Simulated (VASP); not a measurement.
A run of VASP 6.6.1 is set up as follows.

File INCAR:

```
SYSTEM = BaTiO3
ALGO = Normal
EDIFF = 1E-8
ENCUT = 520
GGA = PE
ISIF = 2
ISMEAR = -1
LASPH = .TRUE.
LCHARG = .FALSE.
LEFG = .TRUE.
LREAL = .FALSE.
LWAVE = .FALSE.
NBANDS = 28
NELM = 80
PREC = Accurate
SIGMA = 0.08
```

Contents of KPOINTS:

```
k-points
0
G
  7 7 7
  0 0 0
```

POSCAR

```
BaTiO3
1.0
    3.9998000000      0.0199990000      0.0199990000
    0.0199990000      3.9998000000      0.0199990000
    0.0200900000      0.0200900000      4.0180000000
Ba Ti O
1 1 3
Direct
    0.0000000000      0.0000000000      0.0000000000
    0.5000000000      0.5000000000      0.4820000000
    0.5000000000      0.5000000000      0.0160000000
    0.5000000000      0.0000000000      0.5150000000
    0.0000000000      0.5000000000      0.5150000000
```

Potentials or basis: VASP PAW PBE potentials, release 64 (Ba_sv, Ti_sv, O).

Launch:

```sh
$ cat potpaw_PBE.64/Ba_sv/POTCAR potpaw_PBE.64/Ti_sv/POTCAR potpaw_PBE.64/O/POTCAR > POTCAR
$ mpirun -np 1 vasp_std > vasp.out
```

Q: Estimate the largest force.

A: 0.306 eV/Å.

Q: Estimate the pressure.

A: 4.5 GPa.

Q: Estimate the band gap on the k mesh.

A: 1.86 eV (least direct gap 2.07 eV).

Electric field gradients, principal values (V/Å²):
```csv
atom,least,middle,greatest (by size)
1 Ba,-4.395,-9.334,13.729
2 Ti,1.298,2.803,-4.101
3 O,-8.060,-8.306,16.366
4 O,-13.235,-14.233,27.468
5 O,-13.235,-14.233,27.468
```

Caveat: the cell differs from its parent crystal (equal xy, yz and zx shear strains of +1 %); the cell stands under pressure; without QUAD_EFG the Cq values of the log hold for a quadrupole moment of 1 mb, not for the nuclei; spin-orbit coupling is left out, which moves the levels of the heavy elements; an odd mesh through Γ misses points on the zone boundary, where band edges can lie.
